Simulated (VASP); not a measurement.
MnSb4:

```
Sb Mn
1.0
     3.08050    0.00000    0.00000
     0.00000    3.08050    0.00000
     0.00000    0.00000   14.99420
Sb Mn
4 1
Direct
  0.00000 0.00000 0.81968
  0.00000 0.00000 0.60055
  0.00000 0.00000 0.39945
  0.00000 0.00000 0.18032
  0.00000 0.00000 0.00000
```

Base run:

```yaml
Program: VASP 6.6.1
Functional: PBE
Potentials_or_basis: VASP PAW PBE potentials, release 64 (Sb, Mn_pv)
Cutoff: 520 eV
k_mesh: 7 × 7 × 2
Occupations: fermi-dirac, width 0.05 eV
Spin: collinear spin, ferromagnetic start
Starting_moments: "[0.0, 0.0, 0.0, 0.0, 1.0] μB"
Fixed_moment: 1 μB
```

Its results: pressure -2.0 GPa; site moments Sb -0.16, -0.12 (each value once); Mn +2.18 μB; largest force 0.460 eV/Å.

Q: The run is repeated on the same cell with these changes: fixed moment from 1 μB to 3 μB; moments at the start from [0.0, 0.0, 0.0, 0.0, 1.0] to [0.0, 0.0, 0.0, 0.0, 3.0]. What comes out?

A: Pressure -0.8 GPa; site moments Sb -0.11, -0.06 (each value once); Mn +3.53 μB; largest force 0.173 eV/Å.

Caveats: the total moment is fixed, so each spin has its own Fermi level and the state may be an excited one; a cell with one magnetic atom can't hold antiferromagnetic order, which such compounds often take.
